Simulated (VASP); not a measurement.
Input of a VASP 6.6.1 run:

The input INCAR:

```
SYSTEM = Bi
ALGO = Normal ; EDIFF = 1E-8
ENCUT = 520 ; ISIF = 2
ISMEAR = -1 ; LASPH = .True.
LCHARG = .False. ; LEFG = .True.
LREAL = .False. ; LWAVE = .False.
NBANDS = 22 ; NELM = 100
PREC = Accurate ; SIGMA = 0.03
```

KPOINTS

```
k-points
0
Gamma
  11 11 11
  0 0 0
```

POSCAR

```
Bi
1.0
    2.2729996784      1.3123169762      3.9540000000
   -2.2729996784      1.3123169762      3.9540000000
    0.0000000000     -2.6246339523      3.9540000000
Bi
2
Direct
    0.2338900000      0.2338900000      0.2338900000
    0.7661100000      0.7661100000      0.7661100000
```

Potentials or basis: VASP PAW LDA potentials, release 64 (Bi_d).

Command:

```bash
$ cat potpaw_LDA.64/Bi_d/POTCAR > POTCAR
$ mpirun -np 1 vasp_std > vasp.out
```

Task: Predict the largest force.

Result: 0.061 eV/Å.

Task: What does it give for the band gap on the k mesh?

Result: Zero (bands 15 and 16 overlap by 0.06 eV).

Electric field gradients, principal values (V/Å²):
```tsv
atom	least	middle	greatest (by size)
1 Bi	15.713	15.713	-31.427
2 Bi	15.713	15.713	-31.427
```

Caveat: without QUAD_EFG the Cq values of the log hold for a quadrupole moment of 1 mb, not for the nuclei; spin-orbit coupling is left out, which moves the levels of the heavy elements.
